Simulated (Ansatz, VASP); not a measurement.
**Sb: VASP beside Ansatz**

```xyz
4
Lattice="4.0687 0.0000 0.0000 -2.0343 3.5236 0.0000 0.0000 0.0000 20.8000" Properties=species:S:1:pos:R:3 pbc="T T T"
Sb    0.0000    2.3491    6.1500
Sb    2.0343    1.1745    4.5000
Sb    2.0343    3.5236   11.6500
Sb    0.0000    4.6981   10.0000
```

Alike in both runs: task single point; functional PBE; dispersion D3(BJ); k mesh 9 × 9 × 1; occupations gaussian, width 0.05 eV; no spin polarisation.

|  | VASP | Ansatz |
| --- | --- | --- |
| version | VASP 6.6.1 | Ansatz 0.2.0 |
| potentials or method | VASP PAW PBE potentials, release 64 (Sb), cutoff 520 eV | scalar-relativistic, plane waves, PAW |
| valence electrons in the cell | 20 | 60 |

```csv
,VASP,Ansatz,Ansatz less VASP
gap on the k mesh at the Fermi level (eV),0.90,0.89,-0.009
least direct gap on the mesh (eV),1.49,1.51,+0.024
rms of the force components (eV/Å),0.088,0.051,-0.0367
```

Atom by atom the forces differ by 0.049 eV/Å (rms over components). VASP's potentials hold 20 valence electrons a cell and Ansatz's 60, so a difference there can come from the potentials and not from the codes.

Neither program's run includes spin-orbit coupling.
